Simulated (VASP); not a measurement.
# BeSe (F-43m) in VASP: a series of runs

The runs below take BeSe through single point, with HSE06, PBE0.

All numbers are computed with VASP 6.6.1; they aren't measurements. Logs are shortened: lines on timing, memory, paths and dates and some standing lists are left out, and cuts for length are marked.

### Step 1. The cell of the first run

Symmetry: F-43m, No. 216, cubic system. Conventional cell: a = 5.162 Å, b = 5.162 Å, c = 5.162 Å, α = 90.00°, β = 90.00°, γ = 90.00°. Within 3.0 Å of Be (site symmetry -43m) lie 4 Se at 2.24 Å. Se (site symmetry -43m) has 4 Be at 2.24 Å within 3.0 Å.

### Step 2. Single point, HSE06

POSCAR

```
BeSe
1.0
    0.0000000000      2.5810353788      2.5810353788
    2.5810353788      0.0000000000      2.5810353788
    2.5810353788      2.5810353788      0.0000000000
Be Se
1 1
Direct
    0.0000000000      0.0000000000      0.0000000000
    0.2500000000      0.2500000000      0.2500000000
```

INCAR.step1

```
ALGO = Normal
EDIFF = 1E-5
ENCUT = 520
GGA = PE
GGA_COMPAT = F
ISIF = 2
ISMEAR = 0
LASPH = T
LREAL = F
LWAVE = T
NBANDS = 11
NELM = 120
PREC = Accurate
SIGMA = 0.01
```

INCAR.step2

```
ALGO = Normal
EDIFF = 1E-6
ENCUT = 520
GGA = PE
GGA_COMPAT = F
HFSCREEN = 0.2079
ISIF = 2
ISMEAR = 0
ISTART = 1
LASPH = T
LCHARG = T
LELF = T
LHFCALC = T
LREAL = F
LVHAR = T
LWAVE = F
NBANDS = 11
NELM = 120
PREC = Accurate
PRECFOCK = Normal
SIGMA = 0.01
```

KPOINTS

```
k-points
0
Gamma
  6 6 6
```

Potentials or basis: VASP PAW PBE potentials, release 64 (Be, Se).

Started as:

```
$ cat potpaw_PBE.64/Be/POTCAR potpaw_PBE.64/Se/POTCAR > POTCAR
$ cp INCAR.step1 INCAR
$ mpirun -np 1 vasp_std > vasp.out
$ cp INCAR.step2 INCAR
$ mpirun -np 1 vasp_std > vasp.out
```

OUTCAR:

```text
EDIFF = 1E-6
   ENCUT = 520
   GGA = PE
   HFSCREEN = 0.2079
   ISIF = 2
   ISMEAR = 0
   ISTART = 1
   LASPH = T
   LHFCALC = T
   LREAL = F
   NELM = 120
   PREC = Accurate
   PRECFOCK = Normal

 ion  position               nearest neighbor table
   1  0.000  0.000  0.000-   2 2.24   2 2.24   2 2.24   2 2.24
   2  0.250  0.250  0.250-   1 2.24   1 2.24   1 2.24   1 2.24

  LATTYP: Found a face centered cubic cell.
 ALAT       =     5.1620707576

  Lattice vectors:

 A1 = (   0.0000000000,   2.5810353788,   2.5810353788)
 A2 = (   2.5810353788,   0.0000000000,   2.5810353788)
 A3 = (   2.5810353788,   2.5810353788,   0.0000000000)

Analysis of symmetry for initial positions (statically):
=====================================================================
 Subroutine PRICEL returns:
 Original cell was already a primitive cell.

 Routine SETGRP: Setting up the symmetry group for a
 face centered cubic supercell.

 Subroutine GETGRP returns: Found 24 space group operations
 (whereof 24 operations were pure point group operations)
 out of a pool of 48 trial point group operations.

The static configuration has the point symmetry T_d .

Analysis of symmetry for dynamics (positions and initial velocities):
=====================================================================
 Subroutine PRICEL returns:
 Original cell was already a primitive cell.

 Routine SETGRP: Setting up the symmetry group for a
 face centered cubic supercell.

 Subroutine GETGRP returns: Found 24 space group operations
 (whereof 24 operations were pure point group operations)
 out of a pool of 48 trial point group operations.

The dynamic configuration has the point symmetry T_d .

 Subroutine INISYM returns: Found 24 space group operations
 (whereof 24 operations are pure point group operations),
 and found     1 'primitive' translations

----------------------------------------------------------------------------------------

                                     Primitive cell

  volume of cell :      34.3884

  direct lattice vectors                    reciprocal lattice vectors
     0.000000000  2.581035379  2.581035379    -0.193720708  0.193720708  0.193720708
     2.581035379  0.000000000  2.581035379     0.193720708 -0.193720708  0.193720708
     2.581035379  2.581035379  0.000000000     0.193720708  0.193720708 -0.193720708

  length of vectors
     3.650135238  3.650135238  3.650135238     0.335534108  0.335534108  0.335534108

  position of ions in fractional coordinates (direct lattice)
     0.000000000  0.000000000  0.000000000
     0.250000000  0.250000000  0.250000000

  ion indices of the primitive-cell ions
   primitive index   ion index
                 1           1
                 2           2

----------------------------------------------------------------------------------------

 KPOINTS: k-points

Automatic generation of k-mesh.
 Grid dimensions read from file:
 generate k-points for:    6    6    6

 Generating k-lattice:

  Cartesian coordinates                     Fractional coordinates (reciprocal lattice)
    -0.032286785  0.032286785  0.032286785     0.166666667  0.000000000  0.000000000
     0.032286785 -0.032286785  0.032286785     0.000000000  0.166666667  0.000000000
     0.032286785  0.032286785 -0.032286785     0.000000000  0.000000000  0.166666667

  Length of vectors
     0.055922351  0.055922351  0.055922351

  Shift w.r.t. Gamma in fractional coordinates (k-lattice)
     0.000000000  0.000000000  0.000000000

 Subroutine IBZKPT returns following result:
 ===========================================

 Found     16 irreducible k-points:

 Following reciprocal coordinates:
            Coordinates               Weight
  0.000000  0.000000  0.000000      1.000000
  0.166667  0.000000  0.000000      8.000000
  0.333333  0.000000  0.000000      8.000000
  0.500000  0.000000  0.000000      4.000000
  0.166667  0.166667  0.000000      6.000000
  0.333333  0.166667  0.000000     24.000000
[... 8 lines left out ...]
 -0.333333  0.333333  0.166667     24.000000
 -0.333333  0.500000  0.166667     12.000000
   k-points           NKPTS =     16   k-points in BZ     NKDIM =    216   number of bands    NBANDS=     11
   number of dos      NEDOS =    301   number of ions     NIONS =      2
   total plane-waves  NPLWV =  21952
   dimension x,y,z NGX =    28 NGY =   28 NGZ =   28
   dimension x,y,z NGXF=    56 NGYF=   56 NGZF=   56
   ions per type =               1   1
   NGX,Y,Z   is equivalent  to a cutoff of  12.75, 12.75, 12.75 a.u.
   NGXF,Y,Z  is equivalent  to a cutoff of  25.51, 25.51, 25.51 a.u.
 SYSTEM =  unknown system
   PREC   = accura    normal or accurate (medium, high low for compatibility)
   ISTART =      1    job   : 0-new  1-cont  2-samecut
   ICHARG =      0    charge: 1-file 2-atom 10-const
   ISPIN  =      1    spin polarized calculation?
   LNONCOLLINEAR =      F non collinear calculations
   LSORBIT =      F    spin-orbit coupling
   LASPH  =      T    aspherical Exc in radial PAW
   ENCUT  =  520.0 eV  38.22 Ry    6.18 a.u.   6.79  6.79  6.79*2*pi/ulx,y,z
   NELM   =    120;   NELMIN=  2; NELMDL=  0     # of ELM steps
   EDIFF  = 0.1E-05   stopping-criterion for ELM
   LREAL  =      F    real-space projection
   EDIFFG = 0.1E-04   stopping-criterion for IOM
   NSW    =      0    number of steps for IOM
   IBRION =     -1    ionic relax: 0-MD 1-quasi-New 2-CG
   NFREE  =      0    steps in history (QN), initial steepest desc. (CG)
   ISIF   =      2    stress and relaxation
   ISYM   =      3    0-nonsym 1-usesym 2-fastsym
   POTIM  = 0.5000    time-step for ionic-motion
   TEBEG  =    0.0;   TEEND  =   0.0 temperature during run
   PSTRESS=    0.0 pullay stress
   NELECT =       8.0000    total number of electrons
   NUPDOWN=      -1.0000    fix difference up-down
   EMIN   =  10.00;   EMAX   =-10.00  energy-range for DOS
   EFERMI =   0.00;   METHOD = LEGACY
   ISMEAR =     0;   SIGMA  =   0.01  broadening in eV -4-tet -1-fermi 0-gaus
   EFERMI_NEDOS =   21; number of points for ismear=-14 and -15
   IALGO  =     38    algorithm
   IMIX   =      1    mixing-type and parameters
     AMIX     =   0.40;   BMIX     =  1.00
     AMIX_MAG =   1.60;   BMIX_MAG =  1.00
  volume/ion in A,a.u.               =      17.19       116.03
  Fermi-wavevector in a.u.,A,eV,Ry     =   1.006856  1.902683 13.793040  1.013760
  Thomas-Fermi vector in A             =   2.139625
   LORBIT       =      0    0 simple, 1 ext, 2 COOP (PROOUT), +10 PAW based schemes
   GGA     = PE    functional components
   LHFCALC =     T    Hartree Fock is set to
   PRECFOCK=normal    Normal, Fast or Accurate (Low or Medium for compatibility)
   ENCUT4O =  -1.0   cutoff for four orbital integrals eV
   NKREDX  =     1    reduce k-point grid by
   NKREDY  =     1    reduce k-point grid by
   NKREDZ  =     1    reduce k-point grid by
   AEXX    =    0.2500 exact exchange contribution
   HFSCREEN=    0.2079 screening length (either q_TF or 0.3 A-1)
   HFSCREENC=   0.2079 screening length for correlation (either q_TF or 0.3 A-1)
   ENCUTFOCK=  -1.0 apply spherical cutoff to Coloumb kernel
   IVDW    =     0    specifies the selected vdW correction
   LEPSILON=     F    determine dielectric tensor
   LRPA    =     F    only Hartree local field effects (RPA)
 non-spin polarized calculation
 Gauss-broadening in eV      SIGMA  =   0.01
  energy-cutoff  :      520.00
  volume of cell :       34.39
 maximum number of plane-waves:       941
  NGX = 24; NGY = 24; NGZ = 24

 number of electron       7.9999999 magnetization

 Free energy of the ion-electron system (eV)
  ---------------------------------------------------
  ext. energy  EPLUGINS =         0.00000000
  ---------------------------------------------------
  free energy    TOTEN  =       -10.12202532 eV

  energy without entropy =      -10.12202532  energy(sigma->0) =      -10.12202532

 E-fermi :   2.7869     XC(G=0):  -7.8195

 val. band max:        2.6627273104   @ k =   0.0000   0.0000   0.0000
 cond. band min:       6.1609521596   @ k =   0.5000   0.5000   0.0000
 fundamental gap:      3.4982248493
 Fermi energy:         2.7868863430

 k-point     1 :       0.0000    0.0000    0.0000
  band No.  band energies     occupation
      1     -12.3652      2.00000
      2       2.6627      2.00000
      3       2.6627      2.00000
      4       2.6627      2.00000
      5       8.0357      0.00000
      6       8.7449      0.00000
      7       8.7449      0.00000
      8       8.7449      0.00000
      9      15.9149      0.00000
     10      16.4065      0.00000
     11      16.4065      0.00000

 k-point     2 :       0.1667    0.0000    0.0000
  band No.  band energies     occupation
      1     -12.0704      2.00000
      2       0.5414      2.00000
      3       2.3060      2.00000
      4       2.3060      2.00000
      5       8.2340      0.00000
      6       9.3249      0.00000
      7       9.3249      0.00000
      8      10.6449      0.00000
      9      15.1559      0.00000
     10      15.1559      0.00000
     11      16.1115      0.00000

 k-point     3 :       0.3333    0.0000    0.0000
  band No.  band energies     occupation
      1     -11.3505      2.00000
      2      -2.2795      2.00000
      3       1.7488      2.00000
      4       1.7488      2.00000
      5       8.0584      0.00000
      6       9.7883      0.00000
      7       9.7883      0.00000
      8      13.3282      0.00000
      9      15.8477      0.00000
     10      15.8477      0.00000
     11      16.0087      0.00000

 k-point     4 :       0.5000    0.0000    0.0000
  band No.  band energies     occupation
      1     -10.8829      2.00000
      2      -3.5160      2.00000
      3       1.5197      2.00000
      4       1.5197      2.00000
      5       7.9724      0.00000
      6       9.7133      0.00000
      7       9.7133      0.00000
      8      13.8392      0.00000
      9      17.5071      0.00000
     10      18.3308      0.00000
     11      18.3308      0.00000

 k-point     5 :       0.1667    0.1667    0.0000
  band No.  band energies     occupation
      1     -11.9719      2.00000
      2       0.8483      2.00000
      3       1.6627      2.00000
      4       1.6627      2.00000
      5       7.9357      0.00000
      6       9.8446      0.00000
      7      10.3881      0.00000
      8      10.3881      0.00000
      9      13.3550      0.00000
     10      17.0106      0.00000
     11      17.2093      0.00000
[... 99 lines left out ...]
 k-point    13 :       0.5000    0.5000    0.0000
  band No.  band energies     occupation
      1     -10.3723      2.00000
      2      -2.8659      2.00000
      3      -0.1748      2.00000
      4      -0.1748      2.00000
      5       6.1610      0.00000
      6       7.7860      0.00000
      7      15.8642      0.00000
      8      15.8642      0.00000
      9      18.6938      0.00000
     10      18.9523      0.00000
     11      20.3319      0.00000

 k-point    14 :       0.5000    0.3333    0.1667
  band No.  band energies     occupation
      1     -10.8233      2.00000
      2      -2.1475      2.00000
      3      -0.5679      2.00000
      4       0.6091      2.00000
      5       8.7698      0.00000
      6      10.1372      0.00000
      7      10.5778      0.00000
      8      13.4190      0.00000
      9      15.9611      0.00000
     10      17.0317      0.00000
     11      19.6473      0.00000

 k-point    15 :      -0.3333    0.3333    0.1667
  band No.  band energies     occupation
      1     -10.4860      2.00000
      2      -2.5987      2.00000
      3      -1.0808      2.00000
      4       0.1262      2.00000
      5       9.3437      0.00000
      6       9.8481      0.00000
      7      12.5984      0.00000
      8      12.9953      0.00000
      9      14.3875      0.00000
     10      18.7397      0.00000
     11      19.1131      0.00000

 k-point    16 :      -0.3333    0.5000    0.1667
  band No.  band energies     occupation
      1     -10.3435      2.00000
      2      -2.4372      2.00000
      3      -0.9957      2.00000
      4      -0.6752      2.00000
      5       8.2182      0.00000
      6       9.6204      0.00000
      7      12.8422      0.00000
      8      13.5742      0.00000
      9      17.5256      0.00000
     10      17.7585      0.00000
     11      20.1144      0.00000

------------------------ aborting loop because EDIFF is reached ----------------------------------------

  FORCE on cell =-STRESS in cart. coord.  units (eV):
  Direction    XX          YY          ZZ          XY          YZ          ZX
  --------------------------------------------------------------------------------------
  -------------------------------------------------------------------------------------
  Total       -0.1706479     -0.1706479     -0.1706479     -0.0000000      0.0000000     -0.0000000
  in kB       -7.9505955     -7.9505955     -7.9505955     -0.0000000      0.0000000     -0.0000000
  external PRESSURE =      -7.9505955 kB  Pullay stress =       0.0000000 kB

 VOLUME and BASIS-vectors are now :
 -----------------------------------------------------------------------------
  energy-cutoff  :      520.00
  volume of cell :       34.39
      direct lattice vectors                 reciprocal lattice vectors
     0.000000000  2.581035379  2.581035379    -0.193720708  0.193720708  0.193720708
     2.581035379  0.000000000  2.581035379     0.193720708 -0.193720708  0.193720708
     2.581035379  2.581035379  0.000000000     0.193720708  0.193720708 -0.193720708

 POSITION                                       TOTAL-FORCE (eV/Angst)
 -----------------------------------------------------------------------------------
      0.00000      0.00000      0.00000         0.000000      0.000000      0.000000
      1.29052      1.29052      1.29052        -0.000000     -0.000000     -0.000000
 -----------------------------------------------------------------------------------
    total drift:                               -0.000000      0.000000      0.000000

  FREE ENERGIE OF THE ION-ELECTRON SYSTEM (eV)
  ---------------------------------------------------
  free  energy   TOTEN  =       -10.1220253192 eV

  energy  without entropy=      -10.1220253192  energy(sigma->0) =      -10.12202532
```

It took 7.6 min on 1 thread of Intel Xeon 6975P-C (Granite Rapids), shared host; peak memory 0.28 GiB.

What came out:

| Quantity | Value |
| --- | --- |
| Free energy | -10.1220 eV |
| Pressure | -0.8 GPa |
| Band gap on the k mesh | 3.50 eV (least direct gap 5.37 eV) |

Levels at points of the mesh, in eV from the valence-band top:
```
           k point  band 1  band 2  band 3  band 4  band 5  band 6  band 7  band 8
(0.00, 0.00, 0.00)  -15.03    0.00    0.00    0.00    5.37    6.08    6.08    6.08
(0.50, 0.00, 0.00)  -13.55   -6.18   -1.14   -1.14    5.31    7.05    7.05   11.18
(0.50, 0.50, 0.00)  -13.04   -5.53   -2.84   -2.84    3.50    5.12   13.20   13.20
```

Caveat: the PAW data sets were made with another functional, which shifts forces and pressure a little. A k mesh can miss the band edges.

### Step 3. Single point, PBE0

POSCAR is that of step 2.

INCAR.step1

```
PREC = Accurate
ENCUT = 520
EDIFF = 1E-5
ISMEAR = 0
SIGMA = 0.01
LREAL = False
LASPH = True
NELM = 120
ALGO = Normal
ISIF = 2
LWAVE = True
LCHARG = False
GGA = PE
NBANDS = 11
GGA_COMPAT = False
```

INCAR.step2

```
PREC = Accurate
ENCUT = 520
EDIFF = 1E-6
ISMEAR = 0
SIGMA = 0.01
LREAL = False
LASPH = True
NELM = 120
ALGO = Normal
ISIF = 2
LWAVE = False
LCHARG = False
GGA = PE
LHFCALC = True
AEXX = 0.25
PRECFOCK = Normal
ISTART = 1
NBANDS = 11
GGA_COMPAT = False
```

KPOINTS

```
regular mesh
0
Gamma
  6 6 6
```

Potentials or basis: VASP PAW PBE potentials, release 64 (Be, Se).

Started as:

```
$ cat potpaw_PBE.64/Be/POTCAR potpaw_PBE.64/Se/POTCAR > POTCAR
$ cp INCAR.step1 INCAR
$ mpirun -np 1 vasp_std > vasp.out
$ cp INCAR.step2 INCAR
$ mpirun -np 1 vasp_std > vasp.out
```

Wall time 6.3 min (1 thread of Intel Xeon 6975P-C (Granite Rapids), shared host); peak memory 0.18 GiB.

The run converged. Its results:

- Free energy: -10.7127 eV
- Pressure: -0.8 GPa
- Band gap on the k mesh: 4.20 eV (least direct gap 6.07 eV)

Levels at points of the mesh, in eV from the valence-band top:
| k point | band 1 | band 2 | band 3 | band 4 | band 5 | band 6 | band 7 | band 8 |
| --- | --- | --- | --- | --- | --- | --- | --- | --- |
| (0.00, 0.00, 0.00) | -15.10 | 0.00 | 0.00 | 0.00 | 6.07 | 6.81 | 6.81 | 6.81 |
| (0.50, 0.00, 0.00) | -13.61 | -6.25 | -1.16 | -1.16 | 6.02 | 7.79 | 7.79 | 11.90 |
| (0.50, 0.50, 0.00) | -13.10 | -5.59 | -2.87 | -2.87 | 4.20 | 5.84 | 13.97 | 13.97 |

Caveat: the PAW data sets were made with another functional, which shifts forces and pressure a little.
